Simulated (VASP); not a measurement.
# Sn in VASP: further runs

Aim: see how the results for Sn move with the level of theory and the settings. Levels: r2SCAN+D3(BJ), r2SCAN+rVV10, r2SCAN+D4, r2SCAN. Tasks: single point.

All numbers are computed with VASP 6.6.1; they aren't measurements. Logs are shortened: lines on timing, memory, paths and dates and some standing lists are left out, and cuts for length are marked.

## (1) The cell of the first run

The typed cell holds 1 atom: a = 3.343 Å, b = 3.343 Å, c = 3.343 Å, α = 119.14°, β = 119.13°, γ = 91.50°.

## (2) Single point, r2SCAN+D3(BJ)

File POSCAR:

```
Sn
1.0
   -1.6933385147      1.6934351448      2.3327783509
    1.6933385147     -1.6934351448      2.3327783509
    1.6933385147      1.6934351448     -2.3327783509
Sn
1
Direct
    0.0000000000      0.0000000000      0.0000000000
```

File INCAR.step1:

```
SYSTEM = Sn
  ALGO = Normal
  EDIFF = 1E-4
  ENCUT = 520
  GGA = PE
  ISMEAR = -1
  LASPH = .TRUE.
  LCHARG = .FALSE.
  LREAL = .FALSE.
  LWAVE = .TRUE.
  NBANDS = 13
  NELM = 60
  PREC = Accurate
  SIGMA = 0.05
```

File INCAR.step2:

```
SYSTEM = Sn
  ALGO = Normal
  EDIFF = 1E-6
  ENCUT = 520
  ISIF = 2
  ISMEAR = -1
  ISTART = 1
  IVDW = 12
  LASPH = .TRUE.
  LCHARG = .FALSE.
  LMIXTAU = .TRUE.
  LREAL = .FALSE.
  LWAVE = .FALSE.
  METAGGA = R2SCAN
  NBANDS = 13
  NELM = 60
  PREC = Accurate
  SIGMA = 0.05
  VDW_A1 = 0.49484001
  VDW_A2 = 5.73083694
  VDW_S6 = 1.0
  VDW_S8 = 0.78981345
```

File KPOINTS:

```
k-points
0
G
  11 11 11
  0 0 0
```

Potentials or basis: VASP PAW PBE potentials, release 64 (Sn_d).

Command:

```bash
$ cat potpaw_PBE.64/Sn_d/POTCAR > POTCAR
$ cp INCAR.step1 INCAR
$ mpirun -np 1 vasp_std > vasp.out
$ cp INCAR.step2 INCAR
$ mpirun -np 1 vasp_std > vasp.out
```

OUTCAR:

```text
SYSTEM = Sn
   EDIFF = 1E-6
   ENCUT = 520
   ISIF = 2
   ISMEAR = -1
   ISTART = 1
   IVDW = 12
   LASPH = .TRUE.
   LREAL = .FALSE.
   METAGGA = R2SCAN
   NELM = 60
   PREC = Accurate
 IVDW          = 12

 ion  position               nearest neighbor table
   1  0.000  0.000  0.000-

  LATTYP: Found a body centered orthorhombic cell.
 ALAT       =     3.3866770294
 B/A-ratio  =     1.0000570648
 C/A-ratio  =     1.3776207950

  Lattice vectors:

 A1 = (  -1.6933385147,   1.6934351448,   2.3327783509)
 A2 = (   1.6933385147,  -1.6934351448,   2.3327783509)
 A3 = (   1.6933385147,   1.6934351448,  -2.3327783509)

Analysis of symmetry for initial positions (statically):
=====================================================================
 Subroutine PRICEL returns:
 Original cell was already a primitive cell.

 Routine SETGRP: Setting up the symmetry group for a
 body centered orthorhombic supercell.

 Subroutine GETGRP returns: Found  8 space group operations
 (whereof  8 operations were pure point group operations)
 out of a pool of  8 trial point group operations.

The static configuration has the point symmetry D_2h.

Analysis of symmetry for dynamics (positions and initial velocities):
=====================================================================
 Subroutine PRICEL returns:
 Original cell was already a primitive cell.

 Routine SETGRP: Setting up the symmetry group for a
 body centered orthorhombic supercell.

 Subroutine GETGRP returns: Found  8 space group operations
 (whereof  8 operations were pure point group operations)
 out of a pool of  8 trial point group operations.

The dynamic configuration has the point symmetry D_2h.

 Subroutine INISYM returns: Found  8 space group operations
 (whereof  8 operations are pure point group operations),
 and found     1 'primitive' translations

----------------------------------------------------------------------------------------

                                     Primitive cell

  volume of cell :      26.7575

  direct lattice vectors                    reciprocal lattice vectors
    -1.693338515  1.693435145  2.332778351     0.000000000  0.295257838  0.214336694
     1.693338515 -1.693435145  2.332778351     0.295274687  0.000000000  0.214336694
     1.693338515  1.693435145 -2.332778351     0.295274687  0.295257838  0.000000000

  length of vectors
     3.343197982  3.343197982  3.343197982     0.364852586  0.364866221  0.417569553

  position of ions in fractional coordinates (direct lattice)
     0.000000000  0.000000000  0.000000000

  ion indices of the primitive-cell ions
   primitive index   ion index
                 1           1

----------------------------------------------------------------------------------------

 KPOINTS: k-points

Automatic generation of k-mesh.
 Grid dimensions read from file:
 generate k-points for:   11   11   11

 Generating k-lattice:

  Cartesian coordinates                     Fractional coordinates (reciprocal lattice)
     0.000000000  0.026841622  0.019485154     0.090909091  0.000000000  0.000000000
     0.026843153  0.000000000  0.019485154     0.000000000  0.090909091 -0.000000000
     0.026843153  0.026841622  0.000000000     0.000000000 -0.000000000  0.090909091

  Length of vectors
     0.033168417  0.033169656  0.037960868

  Shift w.r.t. Gamma in fractional coordinates (k-lattice)
     0.000000000  0.000000000  0.000000000

 Subroutine IBZKPT returns following result:
 ===========================================

 Found    216 irreducible k-points:

 Following reciprocal coordinates:
            Coordinates               Weight
  0.000000  0.000000  0.000000      1.000000
  0.090909  0.000000  0.000000      4.000000
  0.181818  0.000000 -0.000000      4.000000
  0.272727 -0.000000  0.000000      4.000000
  0.363636  0.000000 -0.000000      4.000000
  0.454545  0.000000  0.000000      4.000000
[... 16 lines left out ...]
  0.454545  0.181818  0.000000      8.000000
 -0.454545  0.181818  0.000000      8.000000
 [... further k-points ...]
   k-points           NKPTS =    216   k-points in BZ     NKDIM =    216   number of bands    NBANDS=     13
   number of dos      NEDOS =    301   number of ions     NIONS =      1
   total plane-waves  NPLWV =  21952
   dimension x,y,z NGX =    28 NGY =   28 NGZ =   28
   dimension x,y,z NGXF=    56 NGYF=   56 NGZF=   56
   ions per type =               1
   NGX,Y,Z   is equivalent  to a cutoff of  13.92, 13.92, 13.92 a.u.
   NGXF,Y,Z  is equivalent  to a cutoff of  27.85, 27.85, 27.85 a.u.
 SYSTEM =  Sn
   PREC   = accura    normal or accurate (medium, high low for compatibility)
   ISTART =      1    job   : 0-new  1-cont  2-samecut
   ICHARG =      0    charge: 1-file 2-atom 10-const
   ISPIN  =      1    spin polarized calculation?
   LNONCOLLINEAR =      F non collinear calculations
   LSORBIT =      F    spin-orbit coupling
   LASPH  =      T    aspherical Exc in radial PAW
   ENCUT  =  520.0 eV  38.22 Ry    6.18 a.u.   6.22  6.22  6.22*2*pi/ulx,y,z
   NELM   =     60;   NELMIN=  2; NELMDL=  0     # of ELM steps
   EDIFF  = 0.1E-05   stopping-criterion for ELM
   LREAL  =      F    real-space projection
   EDIFFG = 0.1E-04   stopping-criterion for IOM
   NSW    =      0    number of steps for IOM
   IBRION =     -1    ionic relax: 0-MD 1-quasi-New 2-CG
   NFREE  =      0    steps in history (QN), initial steepest desc. (CG)
   ISIF   =      2    stress and relaxation
   ISYM   =      2    0-nonsym 1-usesym 2-fastsym
   POTIM  = 0.5000    time-step for ionic-motion
   TEBEG  =    0.0;   TEEND  =   0.0 temperature during run
   PSTRESS=    0.0 pullay stress
   NELECT =      14.0000    total number of electrons
   NUPDOWN=      -1.0000    fix difference up-down
   EMIN   =  10.00;   EMAX   =-10.00  energy-range for DOS
   EFERMI =   0.00;   METHOD = LEGACY
   ISMEAR =    -1;   SIGMA  =   0.05  broadening in eV -4-tet -1-fermi 0-gaus
   EFERMI_NEDOS =   21; number of points for ismear=-14 and -15
   IALGO  =     38    algorithm
   IMIX   =      4    mixing-type and parameters
     AMIX     =   0.40;   BMIX     =  1.00
     AMIX_MAG =   1.60;   BMIX_MAG =  1.00
  volume/ion in A,a.u.               =      26.76       180.57
  Fermi-wavevector in a.u.,A,eV,Ry     =   1.319174  2.492878 23.677148  1.740221
  Thomas-Fermi vector in A             =   2.449092
   LORBIT       =      0    0 simple, 1 ext, 2 COOP (PROOUT), +10 PAW based schemes
   METAGGA = R2SCAN    functional components
   LHFCALC =     F    Hartree Fock is set to
   AEXX    =    0.0000 exact exchange contribution
   IVDW    =    12    specifies the selected vdW correction
   LEPSILON=     F    determine dielectric tensor
   LRPA    =     F    only Hartree local field effects (RPA)
 non-spin polarized calculation
  energy-cutoff  :      520.00
  volume of cell :       26.76
 maximum number of plane-waves:       732
 NGX is ok and might be reduce to    28
   NGX = 13   NGY = 13   NGZ = 13

 number of electron      14.0000006 magnetization

 Free energy of the ion-electron system (eV)
  ---------------------------------------------------
  ext. energy  EPLUGINS =         0.00000000
  ---------------------------------------------------
  free energy    TOTEN  =       -24.50888958 eV

  energy without entropy =      -24.50397562  energy(sigma->0) =      -24.50643260

 E-fermi :   8.2775     XC(G=0): -11.3584

 val. band max:        8.2743316938   @ k =  -0.2727  -0.2727   0.0909
 cond. band min:       8.3049674222   @ k =   0.1818   0.1818   0.0909
 fundamental gap:      0.0306357284
 Fermi energy:         8.2774535577

 k-point     1 :       0.0000    0.0000    0.0000
  band No.  band energies     occupation
      1     -14.0001      2.00000
      2     -14.0000      2.00000
      3     -13.9832      2.00000
      4     -13.9192      2.00000
      5     -13.8950      2.00000
      6      -3.5638      2.00000
      7      16.5694      0.00000
      8      16.6308      0.00000
      9      16.6322      0.00000
     10      19.5632      0.00000
     11      20.7200      0.00000
     12      20.7215      0.00000
     13      20.8714      0.00000

 k-point     2 :       0.0909    0.0000    0.0000
  band No.  band energies     occupation
      1     -13.9972      2.00000
      2     -13.9923      2.00000
      3     -13.9783      2.00000
      4     -13.9185      2.00000
      5     -13.8958      2.00000
      6      -3.3809      2.00000
      7      14.7644      0.00000
      8      16.2986      0.00000
      9      16.3303      0.00000
     10      18.9251      0.00000
     11      21.2423      0.00000
     12      21.3004      0.00000
     13      22.7565      0.00000

 k-point     3 :       0.1818    0.0000   -0.0000
  band No.  band energies     occupation
      1     -13.9944      2.00000
      2     -13.9802      2.00000
      3     -13.9666      2.00000
      4     -13.9079      2.00000
      5     -13.8922      2.00000
      6      -2.8309      2.00000
      7      11.6675      0.00000
      8      15.6343      0.00000
      9      15.8005      0.00000
     10      18.6609      0.00000
     11      21.6293      0.00000
     12      21.9114      0.00000
     13      22.7369      0.00000
[... 305 lines left out ...]
 k-point    23 :       0.4545    0.1818    0.0000
  band No.  band energies     occupation
      1     -14.0120      2.00000
      2     -13.9592      2.00000
      3     -13.9365      2.00000
      4     -13.8594      2.00000
      5     -13.8213      2.00000
      6       1.7010      2.00000
      7       4.0261      2.00000
      8      10.4280      0.00000
      9      13.0907      0.00000
     10      16.4648      0.00000
     11      21.8667      0.00000
     12      22.7756      0.00000
     13      24.8830      0.00000

 k-point    24 :      -0.4545    0.1818    0.0000
  band No.  band energies     occupation
      1     -14.0198      2.00000
      2     -13.9658      2.00000
      3     -13.9297      2.00000
      4     -13.8717      2.00000
      5     -13.8173      2.00000
      6       0.4277      2.00000
      7       5.7705      2.00000
      8      11.1896      0.00000
      9      12.7172      0.00000
     10      16.1952      0.00000
     11      21.8314      0.00000
     12      22.8326      0.00000
     13      24.0214      0.00000

 [... further k-points ...]

------------------------ aborting loop because EDIFF is reached ----------------------------------------

 Edisp (eV)   -0.18551

 E8    (eV) :    -0.0717

  FORCE on cell =-STRESS in cart. coord.  units (eV):
  Direction    XX          YY          ZZ          XY          YZ          ZX
  --------------------------------------------------------------------------------------
  -------------------------------------------------------------------------------------
  Total       0.00039    -0.00033     0.00170     0.00000     0.00000     0.00000
  in kB       0.02317    -0.01973     0.10177     0.00000     0.00000     0.00000
  external pressure =        0.04 kB  Pullay stress =        0.00 kB

 VOLUME and BASIS-vectors are now :
 -----------------------------------------------------------------------------
  energy-cutoff  :      520.00
  volume of cell :       26.76
      direct lattice vectors                 reciprocal lattice vectors
    -1.693338515  1.693435145  2.332778351     0.000000000  0.295257838  0.214336694
     1.693338515 -1.693435145  2.332778351     0.295274687  0.000000000  0.214336694
     1.693338515  1.693435145 -2.332778351     0.295274687  0.295257838  0.000000000

 POSITION                                       TOTAL-FORCE (eV/Angst)
 -----------------------------------------------------------------------------------
      0.00000      0.00000      0.00000         0.000000     -0.000000     -0.000000
 -----------------------------------------------------------------------------------
    total drift:                               -0.000000      0.000000      0.000000

  FREE ENERGIE OF THE ION-ELECTRON SYSTEM (eV)
  ---------------------------------------------------
  free  energy   TOTEN  =       -24.6943946032 eV

  energy  without entropy=      -24.6894806441  energy(sigma->0) =      -24.69193762
```

It took 4.7 min on 1 thread of AMD EPYC 7R13 (Zen 3), shared host; peak memory 0.19 GiB.

What came out:

```
Free energy                : -24.6944 eV
Pressure                   : 0.0 GPa
Band gap on the k mesh     : zero (bands 7 and 8 overlap by 10.29 eV)
Dispersion energy per atom : -0.186 eV
```

Levels at points of the mesh, in eV from the Fermi level:
```
           k point  band 4  band 5  band 6  band 7  band 8  band 9  band 10  band 11
(0.00, 0.00, 0.00)  -22.20  -22.17  -11.84    8.29    8.35    8.35    11.29    12.44
```

Caveat: the PAW data sets were made with another functional, which shifts forces and pressure a little; spin-orbit coupling is left out, which moves the levels of the heavy elements.

## (3) Single point, r2SCAN+D3(BJ)

This run uses another cell than the first one, of 26.87 Å³/atom.

File POSCAR:

```
Sn
1.0
   -1.6963767116      1.6964710647      2.3341500440
    1.6963767116     -1.6964710647      2.3341500440
    1.6963767116      1.6964710647     -2.3341500440
Sn
1
Direct
    0.0000000000      0.0000000000      0.0000000000
```

File INCAR.step1:

```
SYSTEM = Sn
PREC = Accurate ; ENCUT = 520
ISMEAR = -1 ; SIGMA = 0.05
LREAL = .False. ; LASPH = .True.
NELM = 60 ; NBANDS = 13
GGA = PE ; ALGO = Normal
EDIFF = 1E-4 ; LWAVE = .True.
LCHARG = .False.
```

File INCAR.step2:

```
SYSTEM = Sn
PREC = Accurate ; ENCUT = 520
EDIFF = 1E-7 ; ISMEAR = -1
SIGMA = 0.05 ; LREAL = .False.
LASPH = .True. ; NELM = 60
ALGO = Normal ; ISIF = 2
LWAVE = .False. ; LCHARG = .False.
METAGGA = R2SCAN ; LMIXTAU = .True.
IVDW = 12 ; VDW_S6 = 1.0
VDW_S8 = 0.78981345 ; VDW_A1 = 0.49484001
VDW_A2 = 5.73083694 ; NBANDS = 13
ISTART = 1
```

File KPOINTS:

```
regular mesh
0
Gamma
  11 11 11
  0 0 0
```

Potentials or basis: VASP PAW PBE potentials, release 64 (Sn_d).

Command:

```bash
$ cat potpaw_PBE.64/Sn_d/POTCAR > POTCAR
$ cp INCAR.step1 INCAR
$ mpirun -np 1 vasp_std > vasp.out
$ cp INCAR.step2 INCAR
$ mpirun -np 1 vasp_std > vasp.out
```

OUTCAR:

```text
SYSTEM = Sn
   PREC = Accurate
   ENCUT = 520
   EDIFF = 1E-7
   ISMEAR = -1
   LREAL = .False.
   LASPH = .True.
   NELM = 60
   ISIF = 2
   METAGGA = R2SCAN
   IVDW = 12
   ISTART = 1
 IVDW          = 12

 ion  position               nearest neighbor table
   1  0.000  0.000  0.000-

  LATTYP: Found a body centered orthorhombic cell.
 ALAT       =     3.3927534232
 B/A-ratio  =     1.0000556204
 C/A-ratio  =     1.3759620891

  Lattice vectors:

 A1 = (  -1.6963767116,   1.6964710647,   2.3341500440)
 A2 = (   1.6963767116,  -1.6964710647,   2.3341500440)
 A3 = (   1.6963767116,   1.6964710647,  -2.3341500440)

Analysis of symmetry for initial positions (statically):
=====================================================================
 Subroutine PRICEL returns:
 Original cell was already a primitive cell.

 Routine SETGRP: Setting up the symmetry group for a
 body centered orthorhombic supercell.

 Subroutine GETGRP returns: Found  8 space group operations
 (whereof  8 operations were pure point group operations)
 out of a pool of  8 trial point group operations.

The static configuration has the point symmetry D_2h.

Analysis of symmetry for dynamics (positions and initial velocities):
[... 171 lines left out ...]
      6      -3.5830      2.00000
      7      16.4792      0.00000
      8      16.5427      0.00000
      9      16.5441      0.00000
     10      19.5096      0.00000
     11      20.6399      0.00000
     12      20.6414      0.00000
     13      20.7988      0.00000
[... 354 lines left out ...]
  band No.  band energies     occupation
      1     -14.0685      2.00000
      2     -14.0151      2.00000
      3     -13.9793      2.00000
      4     -13.9223      2.00000
      5     -13.8686      2.00000
      6       0.3903      2.00000
      7       5.7288      2.00000
      8      11.1173      0.00000
      9      12.6550      0.00000
     10      16.1390      0.00000
     11      21.7447      0.00000
     12      22.7457      0.00000
     13      23.9538      0.00000

 [... further k-points ...]

------------------------ aborting loop because EDIFF is reached ----------------------------------------

 Edisp (eV)   -0.18471

 E8    (eV) :    -0.0714

  FORCE on cell =-STRESS in cart. coord.  units (eV):
  Direction    XX          YY          ZZ          XY          YZ          ZX
  --------------------------------------------------------------------------------------
  -------------------------------------------------------------------------------------
  Total      -0.03613    -0.03680    -0.03496     0.00000     0.00000     0.00000
  in kB      -2.15422    -2.19446    -2.08475     0.00000     0.00000     0.00000
  external pressure =       -2.14 kB  Pullay stress =        0.00 kB

 VOLUME and BASIS-vectors are now :
 -----------------------------------------------------------------------------
  energy-cutoff  :      520.00
  volume of cell :       26.87
      direct lattice vectors                 reciprocal lattice vectors
    -1.696376712  1.696471065  2.334150044     0.000000000  0.294729460  0.214210736
     1.696376712 -1.696471065  2.334150044     0.294745852  0.000000000  0.214210736
     1.696376712  1.696471065 -2.334150044     0.294745852  0.294729460  0.000000000

 POSITION                                       TOTAL-FORCE (eV/Angst)
 -----------------------------------------------------------------------------------
      0.00000      0.00000      0.00000         0.000000      0.000000      0.000000
 -----------------------------------------------------------------------------------
    total drift:                                0.000000      0.000000      0.000000

  FREE ENERGIE OF THE ION-ELECTRON SYSTEM (eV)
  ---------------------------------------------------
  free  energy   TOTEN  =       -24.6943830744 eV

  energy  without entropy=      -24.6895156122  energy(sigma->0) =      -24.69194934
```

OUTCAR.step1:

```text
SYSTEM = Sn
   PREC = Accurate
   ENCUT = 520
   ISMEAR = -1
   LREAL = .False.
   LASPH = .True.
[... 603 lines left out ...]
 -----------------------------------------------------------------------------------
      0.00000      0.00000      0.00000         0.000000     -0.000000      0.000000
 -----------------------------------------------------------------------------------
    total drift:                                0.000000      0.000000      0.000000

  FREE ENERGIE OF THE ION-ELECTRON SYSTEM (eV)
  ---------------------------------------------------
  free  energy   TOTEN  =        -3.7848068516 eV

  energy  without entropy=       -3.7802004160  energy(sigma->0) =       -3.78250363
```

Wall time 4.9 min (1 thread of AMD EPYC 7R13 (Zen 3), shared host); peak memory 0.19 GiB.

Results:

| Quantity | Value |
| --- | --- |
| Free energy | -24.6944 eV |
| Pressure | -0.2 GPa |
| Band gap on the k mesh | zero (bands 7 and 8 overlap by 10.24 eV) |
| Dispersion energy per atom | -0.185 eV |

Caveat: three body term missing; the PAW data sets were made with another functional, which shifts forces and pressure a little; spin-orbit coupling is left out, which moves the levels of the heavy elements.

[end of part 1 of 2]

The gap in the log of VASP goes by the Fermi energy; the results here count the filled bands.